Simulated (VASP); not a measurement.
Write the native input for VASP 6.6.1 that does the following.

| Item | Value |
| --- | --- |
| Task | single point |
| Functional | PBE |
| Potentials or basis | VASP PAW PBE potentials, release 64 (Si, Ge_d) |
| Cutoff | 520 eV |
| k mesh | 6 × 6 × 6 |
| Occupations | gaussian, width 0.1 eV |
| Spin | no spin polarisation |
| Dipole correction | no |
| Further INCAR settings | ALGO = Normal; EDIFF = 1e-07; NBANDS = 21 |

The structure of Si3Ge lies in POSCAR:

```
Si3Ge
1.0
    1.3339270371      0.7701431320     10.7080927851
   -1.3339270371      0.7701431320     10.7080927851
    0.0000000000     -1.5402862698     10.7080927847
Si Ge
3 1
Direct
    0.0000000000      0.0000000000      0.0000000000
    0.2525262899      0.2525262899      0.2525262899
    0.7474737101      0.7474737101      0.7474737101
    0.5000000000      0.5000000000      0.5000000000
```

One way to write it, as run:

INCAR

```
SYSTEM = Si3Ge
ALGO = Normal
EDIFF = 1E-7
ENCUT = 520
GGA = PE
ISIF = 2
ISMEAR = 0
LASPH = .True.
LCHARG = .False.
LREAL = .False.
LWAVE = .False.
NBANDS = 21
NELM = 80
PREC = Accurate
SIGMA = 0.1
```

KPOINTS

```
k-points
0
Gamma
  6 6 6
  0 0 0
```

Potentials or basis: VASP PAW PBE potentials, release 64 (Si, Ge_d).

Run with:

```console
$ cat potpaw_PBE.64/Si/POTCAR potpaw_PBE.64/Ge_d/POTCAR > POTCAR
$ mpirun -np 1 vasp_std > vasp.out
```

Results of the run:

| Quantity | Value |
| --- | --- |
| Pressure | 0.1 GPa |
| Largest force | 0.008 eV/Å |
| Band gap on the k mesh | zero (bands 13 and 14 overlap by 7.55 eV) |

Caveat: the k points lie up to 0.45 Å⁻¹ apart, too coarse for converged energies and pressures of a metal.

Run time: 4.6 min on 1 thread of Intel(R) Xeon(R) 6975P-C (Granite Rapids), on a shared host, peak memory 0.9 GiB.
